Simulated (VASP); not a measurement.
# Hf3Si2F (P-6m2) in VASP: notebook, part 2 of 3

VASP 6.6.1. The steps go on from the part before.

## Step 3: Single point, PBE

This run uses another cell than the first one, of 21.59 Å³/atom.

INCAR

```
SYSTEM = Hf3Si2F
PREC = Accurate
ENCUT = 520
EDIFF = 1E-6
ISMEAR = 0
SIGMA = 0.1
LREAL = .FALSE.
LASPH = .TRUE.
NELM = 80
ALGO = Normal
ISIF = 2
LWAVE = .FALSE.
LCHARG = .FALSE.
GGA = PE
NBANDS = 32
```

KPOINTS

```
Automatic mesh
0
G
  6 6 2
  0 0 0
```

POSCAR

```
Hf3Si2F
1.0
    4.0947101400      0.0000000000      0.0000000000
   -2.0473550700      3.5461230100      0.0000000000
    0.0000000000      0.0000000000      8.9201158700
Hf Si F
3 2 1
Direct
    0.6666666700      0.3333333300      0.5000000000
    0.0000000000      0.0000000000      0.0000000000
    0.0000000000      0.0000000000      0.5000000000
    0.3333333300      0.6666666700      0.2516720000
    0.3333333300      0.6666666700      0.7483280000
    0.6666666700      0.3333333300      0.0000000000
```

Potentials or basis: VASP PAW PBE potentials, release 64 (Hf_pv, Si, F).

On the command line:

```
$ cat potpaw_PBE.64/Hf_pv/POTCAR potpaw_PBE.64/Si/POTCAR potpaw_PBE.64/F/POTCAR > POTCAR
$ mpirun -np 1 vasp_std > vasp.out
```

OUTCAR:

```text
SYSTEM = Hf3Si2F
   PREC = Accurate
   ENCUT = 520
   EDIFF = 1E-6
   ISMEAR = 0
   LREAL = .FALSE.
   LASPH = .TRUE.
   NELM = 80
   ISIF = 2
   GGA = PE

 ion  position               nearest neighbor table
   1  0.667  0.333  0.500-   3 2.36   3 2.36   3 2.36   5 3.24   4 3.24   5 3.24   4 3.24   5 3.24
                             4 3.24
   2  0.000  0.000  0.000-   6 2.36   6 2.36   6 2.36   4 3.26   5 3.26   4 3.26   5 3.26   4 3.26
                             5 3.26
   3  0.000  0.000  0.500-   1 2.36   1 2.36   1 2.36   5 3.24   4 3.24   4 3.24   5 3.24   4 3.24
                             5 3.24
   4  0.333  0.667  0.252-   3 3.24   1 3.24   1 3.24   3 3.24   3 3.24   1 3.24   2 3.26   2 3.26
                             2 3.26
   5  0.333  0.667  0.748-   3 3.24   1 3.24   1 3.24   3 3.24   3 3.24   1 3.24   2 3.26   2 3.26
                             2 3.26
   6  0.667  0.333  0.000-   2 2.36   2 2.36   2 2.36

  LATTYP: Found a hexagonal cell.
 ALAT       =     4.0947101400
 C/A-ratio  =     2.1784486728

  Lattice vectors:

 A1 = (   4.0947101400,   0.0000000000,   0.0000000000)
 A2 = (  -2.0473550700,   3.5461230100,   0.0000000000)
[... 176 lines left out ...]
 cond. band min:       4.3007153000   @ k =   0.3333   0.0000   0.0000
 fundamental gap:      0.0154428054
 Fermi energy:         4.2877877754

 k-point     1 :       0.0000    0.0000    0.0000
  band No.  band energies     occupation
      1     -28.8326      2.00000
      2     -28.8326      2.00000
      3     -28.6240      2.00000
      4     -27.5909      2.00000
      5     -27.5909      2.00000
      6     -26.3803      2.00000
[... 479 lines left out ...]
     31       7.3507      0.00000
     32       7.5593      0.00000

------------------------ aborting loop because EDIFF is reached ----------------------------------------

  FORCE on cell =-STRESS in cart. coord.  units (eV):
  Direction    XX          YY          ZZ          XY          YZ          ZX
  --------------------------------------------------------------------------------------
  -------------------------------------------------------------------------------------
  Total        4.7945234      4.7945234    -21.3205500      0.0000000      0.0000000      0.0000000
  in kB       59.3073569     59.3073572   -263.7312118      0.0000000      0.0000000      0.0000000
  external PRESSURE =     -48.3721659 kB  Pullay stress =       0.0000000 kB

 VOLUME and BASIS-vectors are now :
 -----------------------------------------------------------------------------
  energy-cutoff  :      520.00
  volume of cell :      129.52
      direct lattice vectors                 reciprocal lattice vectors
     4.094710140  0.000000000  0.000000000     0.244217531  0.140999057  0.000000000
    -2.047355070  3.546123010  0.000000000     0.000000000  0.281998114  0.000000000
     0.000000000  0.000000000  8.920115870     0.000000000  0.000000000  0.112106167

 POSITION                                       TOTAL-FORCE (eV/Angst)
 -----------------------------------------------------------------------------------
      2.04736      1.18204      4.46006        -0.000000      0.000000      0.000000
      0.00000      0.00000      0.00000        -0.000000      0.000000      0.000000
      0.00000      0.00000      4.46006        -0.000000      0.000000      0.000000
     -0.00000      2.36408      2.24494        -0.000000      0.000000      1.480516
     -0.00000      2.36408      6.67517        -0.000000      0.000000     -1.480516
      2.04736      1.18204      0.00000         0.000000     -0.000000      0.000000
 -----------------------------------------------------------------------------------
    total drift:                               -0.000041      0.000024      0.000000

  FREE ENERGIE OF THE ION-ELECTRON SYSTEM (eV)
  ---------------------------------------------------
  free  energy   TOTEN  =       -39.0008342355 eV

  energy  without entropy=      -38.9682384636  energy(sigma->0) =      -38.98453635
```

OSZICAR:

```text
N       E                     dE             d eps       ncg     rms          rms(c)
DAV:   1     0.207892007164E+03    0.20789E+03   -0.23023E+04   912   0.127E+03
DAV:   2    -0.304004519098E+02   -0.23829E+03   -0.22665E+03  1064   0.313E+02
DAV:   3    -0.453411196936E+02   -0.14941E+02   -0.14651E+02  1224   0.577E+01
[... 16 lines left out ...]
DAV:  20    -0.390008441266E+02    0.68217E-05   -0.31569E-05  1160   0.277E-02    0.968E-02
DAV:  21    -0.390008430737E+02    0.10530E-05   -0.62217E-06  1024   0.992E-03    0.116E-01
DAV:  22    -0.390008361531E+02    0.69205E-05   -0.84428E-06  1104   0.112E-02    0.531E-02
DAV:  23    -0.390008343481E+02    0.18050E-05   -0.92773E-06  1104   0.127E-02    0.673E-03
DAV:  24    -0.390008342355E+02    0.11261E-06   -0.78525E-07   528   0.380E-03
   1 F= -.39000834E+02 E0= -.38984536E+02  d E =-.325958E-01
```

Wall time 2.4 min (1 thread of Intel Xeon Platinum 8259CL at 2.50GHz (Skylake/Cascade Lake), shared host); peak memory 0.26 GiB.

What came out:

```yaml
Free_energy: -39.0008 eV
Pressure: -4.8 GPa
Largest_force: 1.481 eV/Å
Band_gap_on_the_k_mesh: zero (an odd number of electrons rules out a gap without spin polarisation)
```

Forces on the atoms (eV/Å):
```
Hf   0.000  0.000  0.000
Hf   0.000  0.000  0.000
Hf   0.000  0.000  0.000
Si   0.000  0.000  1.481
Si   0.000  0.000 -1.481
F    0.000  0.000  0.000
```

Levels at points of the mesh, in eV from the Fermi level:
```
           k point  band 19  band 20  band 21  band 22  band 23  band 24  band 25  band 26
(0.00, 0.00, 0.00)    -0.37    -0.23    -0.01    -0.01     0.24     0.24     0.72     1.61
(0.50, 0.00, 0.00)    -2.09    -1.72    -1.04    -0.89    -0.33     0.03     0.63     1.04
(0.00, 0.00, 0.50)    -0.30    -0.16    -0.16    -0.09     0.51     0.72     0.72     0.74
(0.50, 0.00, 0.50)    -2.16    -1.97    -1.05    -0.55    -0.39     0.33     0.74     1.33
```

Caveat: the stress differs along the axes, from -26 to 6 GPa; spin-orbit coupling is left out, which moves the levels of the heavy elements; an odd number of electrons without spin polarisation forces a metal; a magnetic or distorted state may lie lower.

## Step 4: Single point, PBE

INCAR

```
PREC     = Accurate       # precision mode
ENCUT    = 520            # plane-wave cutoff, eV
EDIFF    = 1E-6           # SCF threshold, eV
ISMEAR   = 0              # smearing method
SIGMA    = 0.1            # smearing width, eV
LREAL    = False          # projectors in reciprocal space
LASPH    = True           # aspherical terms in the spheres
NELM     = 100            # most SCF steps
ALGO     = Normal         # electronic algorithm
ISIF     = 2              # what is computed and relaxed
LWAVE    = False          # write WAVECAR
LCHARG   = True           # write CHGCAR
GGA      = PE             # functional
LELF     = True           # ELF
LVHAR    = True         
NBANDS   = 32             # bands
```

KPOINTS

```
regular mesh
0
Gamma
  6 6 4
```

POSCAR

```
Hf3Si2F
1.0
    4.5514998818      0.0000000000      0.0000000000
   -2.2757499409      3.9417145230      0.0000000000
    0.0000000000      0.0000000000      5.7791433994
Hf Si F
3 2 1
Direct
    0.6666666667      0.3333333333      0.5000000000
    0.0000000000      0.0000000000      0.0000000000
    0.0000000000      0.0000000000      0.5000000000
    0.3333333333      0.6666666667      0.2810796347
    0.3333333333      0.6666666667      0.7189203653
    0.6666666667      0.3333333333      0.0000000000
```

Potentials or basis: VASP PAW PBE potentials, release 64 (Hf_pv, Si, F).

On the command line:

```
$ cat potpaw_PBE.64/Hf_pv/POTCAR potpaw_PBE.64/Si/POTCAR potpaw_PBE.64/F/POTCAR > POTCAR
$ mpirun -np 1 vasp_std > vasp.out
```

OUTCAR:

```text
PREC = Accurate
   ENCUT = 520
   EDIFF = 1E-6
   ISMEAR = 0
   LREAL = False
   LASPH = True
   NELM = 100
   ISIF = 2
   GGA = PE

 ion  position               nearest neighbor table
   1  0.667  0.333  0.500-   3 2.63   3 2.63   3 2.63   6 2.89   6 2.89   5 2.92   4 2.92   5 2.92
                             4 2.92   5 2.92   4 2.92
   2  0.000  0.000  0.000-   6 2.63   6 2.63   6 2.63   3 2.89   3 2.89   5 3.09   4 3.09   4 3.09
                             5 3.09   4 3.09   5 3.09
   3  0.000  0.000  0.500-   1 2.63   1 2.63   1 2.63   2 2.89   2 2.89   4 2.92   5 2.92   4 2.92
                             5 2.92   4 2.92   5 2.92
   4  0.333  0.667  0.281-   5 2.53   3 2.92   1 2.92   1 2.92   3 2.92   3 2.92   1 2.92   2 3.09
[... 942 lines left out ...]
  Total       -0.3714115     -0.3714115     -0.4442441      0.0000000      0.0000000      0.0000000
  in kB       -5.7393514     -5.7393514     -6.8648187      0.0000000      0.0000000      0.0000000
  external PRESSURE =      -6.1145072 kB  Pullay stress =       0.0000000 kB

 VOLUME and BASIS-vectors are now :
 -----------------------------------------------------------------------------
  energy-cutoff  :      520.00
  volume of cell :      103.68
      direct lattice vectors                 reciprocal lattice vectors
     4.551499882  0.000000000  0.000000000     0.219707794  0.126848354  0.000000000
    -2.275749941  3.941714523  0.000000000     0.000000000  0.253696708  0.000000000
     0.000000000  0.000000000  5.779143399     0.000000000  0.000000000  0.173036025

 POSITION                                       TOTAL-FORCE (eV/Angst)
 -----------------------------------------------------------------------------------
      2.27575      1.31390      2.88957         0.000000     -0.000000      0.000000
      0.00000      0.00000      0.00000         0.000000     -0.000000      0.000000
      0.00000      0.00000      2.88957         0.000000     -0.000000      0.000000
     -0.00000      2.62781      1.62440         0.000000     -0.000000      0.015939
     -0.00000      2.62781      4.15474         0.000000     -0.000000     -0.015939
      2.27575      1.31390      0.00000        -0.000000      0.000000      0.000000
 -----------------------------------------------------------------------------------
    total drift:                               -0.000001      0.000000      0.000000

  FREE ENERGIE OF THE ION-ELECTRON SYSTEM (eV)
  ---------------------------------------------------
  free  energy   TOTEN  =       -44.9519344346 eV

  energy  without entropy=      -44.9253540983  energy(sigma->0) =      -44.93864427
```

OSZICAR:

```text
N       E                     dE             d eps       ncg     rms          rms(c)
DAV:   1     0.193519114524E+03    0.19352E+03   -0.23406E+04  1352   0.130E+03
DAV:   2    -0.355522314303E+02   -0.22907E+03   -0.21760E+03  1576   0.319E+02
DAV:   3    -0.483611684555E+02   -0.12809E+02   -0.12475E+02  1816   0.545E+01
DAV:   4    -0.485426953291E+02   -0.18153E+00   -0.18107E+00  1696   0.699E+00
DAV:   5    -0.485459653045E+02   -0.32700E-02   -0.32690E-02  1792   0.844E-01    0.731E+01
DAV:   6    -0.452123006323E+02    0.33337E+01   -0.10165E+01  1736   0.157E+01    0.394E+01
DAV:   7    -0.450904494600E+02    0.12185E+00   -0.32591E+00  1672   0.865E+00    0.172E+01
DAV:   8    -0.449891498096E+02    0.10130E+00   -0.81370E-01  1768   0.469E+00    0.303E+00
DAV:   9    -0.449613645902E+02    0.27785E-01   -0.30285E-01  1736   0.235E+00    0.176E+00
DAV:  10    -0.449523106104E+02    0.90540E-02   -0.31153E-02  1680   0.907E-01    0.567E-01
DAV:  11    -0.449520649322E+02    0.24568E-03   -0.61861E-03  1744   0.380E-01    0.244E-01
DAV:  12    -0.449519467830E+02    0.11815E-03   -0.58522E-04  1664   0.142E-01    0.164E-01
DAV:  13    -0.449519412976E+02    0.54853E-05   -0.19144E-04  1672   0.624E-02    0.667E-02
DAV:  14    -0.449519345005E+02    0.67971E-05   -0.34783E-05  1688   0.315E-02    0.813E-03
DAV:  15    -0.449519344346E+02    0.65863E-07   -0.29466E-06  1432   0.852E-03
   1 F= -.44951934E+02 E0= -.44938644E+02  d E =-.265803E-01
```

It took 76 s on 1 thread of Intel Xeon Platinum 8259CL at 2.50GHz (Skylake/Cascade Lake), shared host; peak memory 0.27 GiB.

What came out:

```yaml
Free_energy: -44.9519 eV
Pressure: -0.6 GPa
Largest_force: 0.016 eV/Å
Band_gap_on_the_k_mesh: zero (an odd number of electrons rules out a gap without spin polarisation)
```

Forces in eV/Å, atoms in the order of the input:
```
Hf   0.000  0.000  0.000
Hf   0.000  0.000  0.000
Hf   0.000  0.000  0.000
Si   0.000  0.000  0.016
Si   0.000  0.000 -0.016
F    0.000  0.000  0.000
```

Levels at points of the mesh, in eV from the Fermi level:
```csv
k point,band 19,band 20,band 21,band 22,band 23,band 24,band 25,band 26,band 27,band 28
"(0.00, 0.00, 0.00)",-2.12,-1.97,-1.97,-0.54,-0.54,1.20,1.20,1.55,1.55,1.56
"(0.50, 0.00, 0.00)",-2.75,-2.31,-1.57,-0.99,0.35,0.44,1.77,1.79,1.79,2.23
"(0.00, 0.00, 0.50)",-1.30,-1.30,-0.61,-0.61,-0.47,0.20,0.20,1.10,1.99,2.13
"(0.50, 0.00, 0.50)",-2.57,-2.19,-1.05,-0.65,-0.50,0.55,1.14,1.51,2.13,2.41
```

Caveat: spin-orbit coupling is left out, which moves the levels of the heavy elements; an odd number of electrons without spin polarisation forces a metal; a magnetic or distorted state may lie lower.

(Continued in part 3 of 3.)

The gap in the log of VASP goes by the Fermi energy; the results here count the filled bands.